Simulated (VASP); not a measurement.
A run of VASP 6.6.1 is set up as follows.

Contents of INCAR:

```
PREC     = Accurate       # precision mode
ENCUT    = 600            # plane-wave cutoff, eV
EDIFF    = 1E-7           # SCF threshold, eV
ISMEAR   = 0              # smearing method
SIGMA    = 0.1            # smearing width, eV
LREAL    = F              # projectors in reciprocal space
LASPH    = T              # aspherical terms in the spheres
NELM     = 60             # most SCF steps
ALGO     = Normal         # electronic algorithm
ISIF     = 3              # what is computed and relaxed
LWAVE    = F              # write WAVECAR
LCHARG   = F              # write CHGCAR
GGA      = PE             # functional
IBRION   = 2              # ionic algorithm
NSW      = 100            # ionic steps
EDIFFG   = -0.01          # ionic threshold
```

Contents of KPOINTS:

```
regular mesh
0
Gamma
  6 6 10
```

File POSCAR:

```
Cs2H3
1.0
    7.4376065121      0.0000000000      0.0000000000
   -3.7188032560      6.4411561828      0.0000000000
    0.0000000000      0.0000000000      4.0801604115
Cs H
2 3
Direct
    0.3333333333      0.6666666667      0.5000000000
    0.6666666667      0.3333333333      0.5000000000
    0.5000000000      0.0000000000      0.0000000000
    0.0000000000      0.5000000000      0.0000000000
    0.5000000000      0.5000000000      0.0000000000
```

Potentials or basis: VASP PAW PBE potentials, release 64 (Cs_sv, H).

Run with:

```bash
$ cat potpaw_PBE.64/Cs_sv/POTCAR potpaw_PBE.64/H/POTCAR > POTCAR
$ mpirun -np 1 vasp_std > vasp.out
```

Predict the space group after relaxing (to 0.1 Å).

P6/mmm (No. 191).

What does it give for the relaxed volume?

41.73 Å³/atom.

Predict the band gap on the k mesh.

zero (an odd number of electrons rules out a gap without spin polarisation).

The path:
```
step  energy change (eV)  largest force (eV/Å)  pressure (GPa)  volume (Å³)
   1              0.0000                0.0000            0.33       195.47
   2             -0.0044                0.0000            0.26       197.77
   3             -0.0120                0.0000            0.06       204.79
   4             -0.0127                0.0000           -0.02       207.81
   5             -0.0137                0.0000           -0.01       208.06
   6             -0.0146                0.0000            0.00       208.63
```

Caveat: spin-orbit coupling is left out, which moves the levels of the heavy elements; an odd number of electrons without spin polarisation forces a metal; a magnetic or distorted state may lie lower.
